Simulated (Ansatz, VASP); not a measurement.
## AlN in VASP and in Ansatz

```
Al N
1.0
     3.08864    0.00000    0.00000
    -1.54432    2.67484    0.00000
     0.00000    0.00000    4.94308
Al N
2 2
Direct
  0.66667 0.33333 0.49901
  0.33333 0.66667 0.99901
  0.66667 0.33333 0.88099
  0.33333 0.66667 0.38099
```

Alike in both runs: functional LDA; k mesh 9 × 9 × 4; occupations gaussian, width 0.02 eV; no spin polarisation.

Ansatz relaxed the structure, and its values are those at the end. VASP's run is a single point on that final structure, the one shown.

|  | VASP | Ansatz |
| --- | --- | --- |
| version | VASP 6.6.1 | Ansatz 0.2.0 |
| potentials or method | VASP PAW LDA potentials, release 64 (Al, N), cutoff 520 eV | scalar-relativistic, plane waves, PAW |
| valence electrons in the cell | 16 | 16 |

```csv
,VASP,Ansatz,Ansatz less VASP
gap on the k mesh at the Fermi level (eV),4.42,4.42,-0.008
least direct gap on the mesh (eV),4.42,4.42,-0.008
pressure (GPa),0.6,0.0,-0.64
```

Ansatz warns that its potentials were made for another functional, while VASP's fit it. LDA's correlation is that of Perdew and Zunger in VASP and of Perdew and Wang (1992) in Ansatz.
